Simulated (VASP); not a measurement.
Set up this calculation in VASP 6.6.1, as the native input.

* Task: relaxation of cell and atoms
* Functional: r2SCAN
* Dispersion: D4
* Potentials or basis: VASP PAW PBE potentials, release 64 (K_sv)
* Cutoff: 600 eV
* k mesh: 7 × 7 × 4
* Occupations: fermi-dirac, width 0.1 eV
* Spin: no spin polarisation
* Dipole correction: no
* Further INCAR settings: ALGO = Normal; EDIFF = 1e-06; IBRION = 2; EDIFFG = -0.03; NSW = 60; ISIF = 3

Crystal: K.

```xyz
2
Lattice="4.7624 0.0000 0.0000 -2.3812 4.1244 0.0000 0.0000 0.0000 7.8300" Properties=species:S:1:pos:R:3 pbc="T T T"
K     0.0000    2.7496    1.9575
K     2.3812    1.3748    5.8725
```

This isn't the form of K at room conditions, which is bcc.

These files were run (other wordings do the same):

POSCAR

```
K
1.0
    4.7623960000      0.0000000000      0.0000000000
   -2.3811980000      4.1243560000      0.0000000000
    0.0000000000      0.0000000000      7.8299710000
K
2
Direct
    0.3333333333      0.6666666667      0.2500000000
    0.6666666667      0.3333333333      0.7500000000
```

INCAR.step1

```
ALGO = Normal
EDIFF = 1E-4
ENCUT = 600
GGA = PE
ISMEAR = -1
LASPH = T
LCHARG = F
LREAL = F
LWAVE = T
NELM = 60
PREC = Accurate
SIGMA = 0.1
```

INCAR.step2

```
ALGO = Normal
EDIFF = 1E-6
EDIFFG = -0.03
ENCUT = 600
IBRION = 2
ISIF = 3
ISMEAR = -1
ISTART = 1
IVDW = 13
LASPH = T
LCHARG = F
LMIXTAU = T
LREAL = F
LWAVE = F
METAGGA = R2SCAN
NELM = 60
NSW = 60
PREC = Accurate
SIGMA = 0.1
VDW_A1 = 0.51559235
VDW_A2 = 5.77342911
VDW_S6 = 1.0
VDW_S8 = 0.6018749
```

KPOINTS

```
k-points
0
Gamma
  7 7 4
```

Potentials or basis: VASP PAW PBE potentials, release 64 (K_sv).

The run is started by

```console
$ cat potpaw_PBE.64/K_sv/POTCAR > POTCAR
$ cp INCAR.step1 INCAR
$ mpirun -np 1 vasp_std > vasp.out
$ cp INCAR.step2 INCAR
$ mpirun -np 1 vasp_std > vasp.out
```

Results of the run:

```
Pressure after relaxing    : 0.0 GPa
Band gap on the k mesh     : zero (bands 9 and 10 overlap by 2.34 eV)
Dispersion energy per atom : -0.020 eV
```

Caveat: the relaxation stopped at its first step, so nothing moved; the PAW data sets were made with another functional, which shifts forces and pressure a little.

It took 2.6 min on 1 thread of Intel(R) Xeon(R) 6975P-C (Granite Rapids) (shared host), peak memory 0.35 GiB.
